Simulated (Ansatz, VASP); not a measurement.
# TlCl: VASP beside Ansatz

POSCAR

```
TlCl
1.0
    3.8388256317      0.0000000000      0.0000000000
    0.0000000000      3.8388256317      0.0000000000
    0.0000000000      0.0000000000      3.8388256317
Tl Cl
1 1
Direct
    0.0000000000      0.0000000000      0.0000000000
    0.5000000000      0.5000000000      0.5000000000
```

INCAR.step1

```
SYSTEM = TlCl
PREC = Accurate ; ENCUT = 550
ISMEAR = 0 ; SIGMA = 0.01
LREAL = .False. ; LASPH = .True.
NELM = 120 ; NBANDS = 17
GGA = PE ; ALGO = Normal
EDIFF = 1E-5 ; LWAVE = .True.
LCHARG = .False. ; GGA_COMPAT = .False.
```

The input INCAR.step2:

```
SYSTEM = TlCl
PREC = Accurate ; ENCUT = 550
EDIFF = 1E-6 ; ISMEAR = 0
SIGMA = 0.01 ; LREAL = .False.
LASPH = .True. ; NELM = 120
ALGO = Normal ; ISIF = 2
LWAVE = .False. ; LCHARG = .False.
METAGGA = R2SCAN ; LMIXTAU = .True.
NBANDS = 17 ; ISTART = 1
GGA_COMPAT = .False.
```

Contents of KPOINTS:

```
regular mesh
0
Gamma
  6 6 6
  0 0 0
```

Input for Ansatz:

```yaml
crystal:
  lattice:
    - [3.8388256317, 0.0, 0.0]
    - [0.0, 3.8388256317, 0.0]
    - [0.0, 0.0, 3.8388256317]
  atoms:
    - { symbol: Tl, position: [0.0, 0.0, 0.0] }
    - { symbol: Cl, position: [0.5, 0.5, 0.5] }
kpoints:
  mp_grid: { grid: [6, 6, 6] }
  band_path:
    path:
      - [0.0, 0.0, 0.0]
      - [0.0, 0.5, 0.0]
      - [0.5, 0.5, 0.0]
      - [0.5, 0.5, 0.5]
      - [0.0, 0.0, 0.5]
    npoints: 1
hamiltonian:
  xc: r2scan
scf:
  occupations: { method: fixed }
  n_extra_bands: 4
output:
  forces: true
  stress: true
  eigenvalues: true
```

Alike in both runs: task single point; functional r2SCAN; k mesh 6 × 6 × 6; no spin polarisation.

|  | VASP | Ansatz |
| --- | --- | --- |
| version | VASP 6.6.1 | Ansatz 0.2.0 |
| potentials or method | VASP PAW PBE potentials, release 64 (Tl_d, Cl) | plane waves, PAW |
| plane-wave cutoff (eV) | 550 | 500 |
| occupations | gaussian, width 0.01 eV | fixed |
| valence electrons in the cell | 20 | 20 |

```tsv
	VASP	Ansatz	Ansatz less VASP
gap on the k mesh at the Fermi level (eV)	2.52	2.51	-0.007
pressure (GPa)	-0.1	0.0	+0.06
```

VASP's potentials were made for PBE, not for r2SCAN.

Spin-orbit coupling is off throughout.
